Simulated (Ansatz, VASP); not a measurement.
**C in VASP and in Ansatz**

```
CELL_PARAMETERS angstrom
1.22251 0.70582 3.30600
-1.22251 0.70582 3.30600
0.00000 -1.41164 3.30600
ATOMIC_POSITIONS crystal
C 0.16657 0.16657 0.16657
C 0.83343 0.83343 0.83343
```

Alike in both runs: task relaxation of cell and atoms; functional LDA; k mesh 12 × 12 × 12; no spin polarisation.

|  | VASP | Ansatz |
| --- | --- | --- |
| version | VASP 6.6.1 | Ansatz 0.2.0 |
| potentials or method | VASP PAW LDA potentials, release 64 (C), cutoff 600 eV | scalar-relativistic, plane waves, PAW |
| occupations | gaussian, width 0.01 eV | fixed |
| valence electrons in the cell | 8 | 8 |

Ansatz gave:

| Item | Value |
| --- | --- |
| gap on the k mesh at the Fermi level, each at its own relaxed structure (eV) | 0.73 |
| relaxed volume (Å³/atom) | 8.55 |
| relaxed cell length with the largest relative difference (Å) | 3.593 |

Q: What did VASP give for the same quantities?

A: gap on the k mesh at the Fermi level, each at its own relaxed structure (eV): 0.77; relaxed volume (Å³/atom): 8.47; relaxed cell length with the largest relative difference (Å): 3.561.

LDA's correlation is that of Perdew and Zunger in VASP and of Perdew and Wang (1992) in Ansatz.
